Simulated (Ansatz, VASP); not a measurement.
## SiC in VASP and in Ansatz

The input INCAR:

```
  ALGO = Normal
  DIPOL = 0.5 0.5 0.500
  EDIFF = 1E-6
  ENCUT = 520
  GGA = PE
  IDIPOL = 3
  ISIF = 2
  ISMEAR = -1
  LASPH = T
  LCHARG = F
  LDIPOL = T
  LREAL = F
  LWAVE = F
  NBANDS = 26
  NELM = 100
  PREC = Accurate
  SIGMA = 0.02
```

Contents of KPOINTS:

```
k-points
0
Gamma
  8 6 1
```

POSCAR

```
SiC
1.0
    3.0969261082      0.0000000000      0.0000000000
    0.0000000000      4.3797149038      0.0000000000
    0.0000000000      0.0000000000     20.6454000000
Si C
4 4
Direct
    0.0000000000      0.8750000000      0.3874957821
    0.5000000000      0.3750000000      0.4624985937
    0.0000000000      0.8750000000      0.5375014058
    0.5000000000      0.3750000000      0.6125042179
    0.5000000000      0.6250000000      0.3874957821
    0.0000000000      0.1250000000      0.4624985937
    0.5000000000      0.6250000000      0.5375014058
    0.0000000000      0.1250000000      0.6125042179
```

Input for Ansatz:

```yaml
crystal:
  lattice:
    - [3.0969261082, 0.0, 0.0]
    - [0.0, 4.3797149038, 0.0]
    - [0.0, 0.0, 20.6454]
  atoms:
    - { symbol: Si, position: [0.0, 0.875, 0.3874957821] }
    - { symbol: C, position: [0.5, 0.625, 0.3874957821] }
    - { symbol: Si, position: [0.5, 0.375, 0.4624985937] }
    - { symbol: C, position: [0.0, 0.125, 0.4624985937] }
    - { symbol: Si, position: [0.0, 0.875, 0.5375014058] }
    - { symbol: C, position: [0.5, 0.625, 0.5375014058] }
    - { symbol: Si, position: [0.5, 0.375, 0.6125042179] }
    - { symbol: C, position: [0.0, 0.125, 0.6125042179] }
kpoints:
  mp_grid: { grid: [8, 6, 1] }
scf:
  occupations: { method: fermi_dirac, width: 0.02 }
hamiltonian:
  xc: pbe
  pseudopotentials: { kind: paw }
output:
  forces: true
  stress: true
  eigenvalues: true
  populations: true
efield:
  axis: 3
  amplitude: 0
  dipole_correction: true
```

Alike in both runs: task single point; functional PBE; k mesh 8 × 6 × 1; occupations fermi-dirac, width 0.02 eV; no spin polarisation.

|  | VASP | Ansatz |
| --- | --- | --- |
| version | VASP 6.6.1 | Ansatz 0.2.0 |
| potentials or method | VASP PAW PBE potentials, release 64 (Si, C) | PAW with Ansatz's default frozen-core files, scalar-relativistic |
| plane-wave cutoff (eV) | 520 | 420 |
| valence electrons in the cell | 32 | 32 |

VASP gave:

- rms of the force components (eV/Å): 1.148

Q: What did Ansatz give for the same quantities?

A: rms of the force components (eV/Å): 1.152.

The functional is the same, so the differences come from potentials, cutoffs and numerics.
